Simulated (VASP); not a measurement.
Here is a VASP 6.6.1 calculation.

The input INCAR:

```
ALGO = Normal
EDIFF = 1E-6
ENCUT = 520
ISIF = 2
ISMEAR = 0
LASPH = True
LCHARG = False
LREAL = False
LWAVE = False
NBANDS = 25
NELM = 60
PREC = Accurate
SIGMA = 0.05
```

KPOINTS

```
k-points
0
Gamma
  6 6 8
```

Contents of POSCAR:

```
SiO2
1.0
    4.0804000000      0.0000000000      0.0000000000
    0.0000000000      4.0804000000      0.0000000000
    0.0000000000      0.0000000000      2.7252000000
Si O
2 4
Direct
    0.5000000000      0.5000000000      0.5000000000
    0.0000000000      0.0000000000      0.0000000000
    0.6944252994      0.6944252994      0.0000000000
    0.1944252994      0.8055747006      0.5000000000
    0.3055747006      0.3055747006      0.0000000000
    0.8055747006      0.1944252994      0.5000000000
```

Potentials or basis: VASP PAW LDA potentials, release 64 (Si, O).

The run is started by

```bash
$ cat potpaw_LDA.64/Si/POTCAR potpaw_LDA.64/O/POTCAR > POTCAR
$ mpirun -np 1 vasp_std > vasp.out
```

What does it give for the largest force?

0.297 eV/Å.

Predict the band gap on the k mesh.

5.88 eV, direct.

Estimate the pressure.

3.9 GPa.

Forces in eV/Å, atoms in the order of the input:
```
Si   0.000  0.000  0.000
Si   0.000  0.000  0.000
O    0.210  0.210  0.000
O    0.210 -0.210  0.000
O   -0.210 -0.210  0.000
O   -0.210  0.210  0.000
```

A k mesh can miss the band edges.
